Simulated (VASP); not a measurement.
Input of a VASP 6.6.1 run:

Contents of INCAR:

```
  PREC = Accurate
  ENCUT = 600
  EDIFF = 1E-7
  ISMEAR = 0
  SIGMA = 0.1
  LREAL = False
  LASPH = True
  NELM = 200
  ALGO = Normal
  ISIF = 3
  LWAVE = False
  LCHARG = False
  GGA = PE
  IBRION = 2
  NSW = 90
  EDIFFG = -0.04
  GGA_COMPAT = False
  NELMIN = 4
  LMAXMIX = 6
```

The input KPOINTS:

```
regular mesh
0
Gamma
  4 4 4
```

POSCAR

```
CsHoCu
1.0
    3.7519853100      0.0000000000      0.0000000000
    0.0000000000      3.7519853100      0.0000000000
    0.0000000000      0.0000000000      6.3278179400
Cs Ho Cu
1 1 1
Direct
    0.0000000000      0.0000000000      0.5000000000
    0.0000000000      0.0000000000      0.0000000000
    0.5000000000      0.5000000000      0.0000000000
```

Potentials or basis: VASP PAW PBE potentials, release 64 (Cs_sv, Ho_3, Cu), 4f in core.

Run with:

```bash
$ cat potpaw_PBE.64/Cs_sv/POTCAR potpaw_PBE.64/Ho_3/POTCAR potpaw_PBE.64/Cu/POTCAR > POTCAR
$ mpirun -np 1 vasp_std > vasp.out
```

Task: Estimate the band gap on the k mesh.

Result: Zero (an odd number of electrons rules out a gap without spin polarisation).

Task: What does it give for the relaxed cell?

Result: a = 3.894 Å, b = 3.894 Å, c = 7.379 Å, α = 90.00°, β = 90.00°, γ = 90.00°.

Task: Estimate the space group after relaxing (to 0.1 Å).

Result: P4/mmm (No. 123).

Task: Estimate the relaxed volume.

Result: 37.30 Å³/atom.

Final structure:
```
Cs Ho Cu
1.0
     3.89416    0.00000    0.00000
     0.00000    3.89416    0.00000
     0.00000    0.00000    7.37946
Cs Ho Cu
1 1 1
Direct
  0.00000 0.00000 0.50000
  0.00000 0.00000 0.00000
  0.50000 0.50000 0.00000
```

Caveat: the k points lie up to 0.40 Å⁻¹ apart in the final cell, too coarse for converged energies and pressures of a metal; the volume moved by over 15 % at a fixed basis, so the end points are rough; spin-orbit coupling is left out, which moves the levels of the heavy elements; the 4f electrons are frozen in the core, so they carry no moment and show no levels. Spin polarisation is off, so any magnetic state and its effect on volume and gap are missing.
